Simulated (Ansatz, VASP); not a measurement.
# Al2Cu in VASP and in Ansatz

The input INCAR:

```
PREC = Accurate
ENCUT = 520
EDIFF = 1E-6
ISMEAR = 0
SIGMA = 0.15
LREAL = False
LASPH = True
NELM = 60
ALGO = Fast
ISIF = 2
LWAVE = False
LCHARG = True
LELF = True
LVHAR = True
NBANDS = 16
```

The input KPOINTS:

```
regular mesh
0
Gamma
  14 14 14
```

POSCAR

```
Al2Cu
1.0
   -2.0046693320      2.0046693320      2.6933500000
    2.0046693320     -2.0046693320      2.6933500000
    2.0046693320      2.0046693320     -2.6933500000
Al Cu
2 1
Direct
    0.7500000000      0.2500000000      0.5000000000
    0.2500000000      0.7500000000      0.5000000000
    0.5000000000      0.5000000000      0.0000000000
```

Input for Ansatz:

```yaml
crystal:
  lattice:
    - [-2.004669332, 2.004669332, 2.69335]
    - [2.004669332, -2.004669332, 2.69335]
    - [2.004669332, 2.004669332, -2.69335]
  atoms:
    - { symbol: Al, position: [0.75, 0.25, 0.5] }
    - { symbol: Al, position: [0.25, 0.75, 0.5] }
    - { symbol: Cu, position: [0.5, 0.5, 0.0] }
basis:
  ecutwfc: 520.0
kpoints:
  mp_grid: { grid: [14, 14, 14] }
hamiltonian:
  xc: lda
  pseudopotentials: { kind: paw, azcp: { folder: soft_1 } }
scf:
  occupations: { method: gaussian, width: 0.15 }
output:
  forces: true
  stress: true
  eigenvalues: true
```

Alike in both runs: task single point; functional LDA; k mesh 14 × 14 × 14; occupations gaussian, width 0.15 eV; no spin polarisation.

|  | VASP | Ansatz |
| --- | --- | --- |
| version | VASP 6.6.1 | Ansatz 0.2.0 |
| potentials or method | VASP PAW LDA potentials, release 64 (Al, Cu), cutoff 520 eV | scalar-relativistic, plane waves, PAW |
| valence electrons in the cell | 17 | 25 |

```csv
,VASP,Ansatz,Ansatz less VASP
gap on the k mesh at the Fermi level (eV),none,none,-
pressure (GPa),7.3,6.6,-0.70
"traceless stress, the component that is largest in VASP (GPa)",4.68,4.69,+0.011
```

Ansatz warns that its potentials were made for another functional, while VASP's fit it. LDA's correlation is that of Perdew and Zunger in VASP and of Perdew and Wang (1992) in Ansatz. A gap of «none» marks a metal or a gap that the smearing closes. VASP's potentials hold 17 valence electrons a cell and Ansatz's 25, so a difference there can come from the potentials and not from the codes.
